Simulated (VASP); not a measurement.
Here is a VASP 6.6.1 calculation.

The input INCAR:

```
SYSTEM = C
ALGO = Normal
DIPOL = 0.5 0.5 0.345
EDIFF = 1E-6
ENCUT = 520
GGA = PE
IDIPOL = 3
ISIF = 2
ISMEAR = 0
IVDW = 12
LASPH = .True.
LCHARG = .False.
LDIPOL = .True.
LREAL = .False.
LWAVE = .False.
NBANDS = 16
NELM = 100
PREC = Accurate
SIGMA = 0.1
```

KPOINTS

```
k-points
0
Gamma
  15 15 1
  0 0 0
```

POSCAR

```
C
1.0
    2.4656677093      0.0000000000      0.0000000000
   -1.2328338546      2.1353308736      0.0000000000
    0.0000000000      0.0000000000     17.5000661151
C
4
Direct
    0.6666666667      0.3333333333      0.2571437747
    0.3333333333      0.6666666667      0.2571418857
    0.6666666667      0.8333333333      0.4320021459
    1.0000000000      0.5000000000      0.4320002569
```

Potentials or basis: VASP PAW PBE potentials, release 64 (C).

The run is started by

```console
$ cat potpaw_PBE.64/C/POTCAR > POTCAR
$ mpirun -np 1 vasp_std > vasp.out
```

(1) Estimate the band gap on the k mesh.

(2) What does it give for the largest force?

Answers

(1) 0.74 eV, direct.

(2) 0.157 eV/Å.
